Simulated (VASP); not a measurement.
A run of VASP 6.6.1:

The input INCAR:

```
  PREC = Accurate
  ENCUT = 520
  EDIFF = 1E-6
  ISMEAR = 0
  SIGMA = 0.15
  LREAL = False
  LASPH = True
  NELM = 60
  ALGO = Fast
  ISIF = 2
  LWAVE = False
  LCHARG = True
  GGA = PE
  LELF = True
  LVHAR = True
  NBANDS = 11
```

KPOINTS

```
Automatic mesh
0
Gamma
  16 16 16
```

File POSCAR:

```
Ca
1.0
   -2.1500747810      2.1500747810      2.1961148100
    2.1500747810     -2.1500747810      2.1961148100
    2.1500747810      2.1500747810     -2.1961148100
Ca
1
Direct
    0.5000000000      0.5000000000      0.0000000000
```

Potentials or basis: VASP PAW PBE potentials, release 64 (Ca_sv).

Run with:

```console
$ cat potpaw_PBE.64/Ca_sv/POTCAR > POTCAR
$ mpirun -np 1 vasp_std > vasp.out
```

Hardware: 1 thread of Intel(R) Xeon(R) Platinum 8375C CPU @ 2.90GHz (Ice Lake), on a shared host.

Task: How long does it take, and how much memory?

Result: It took 100 s on 1 thread of Intel(R) Xeon(R) Platinum 8375C CPU @ 2.90GHz (Ice Lake), with other jobs on the host, peak memory 0.27 GiB. Counts: scf iterations 12, k points 349.
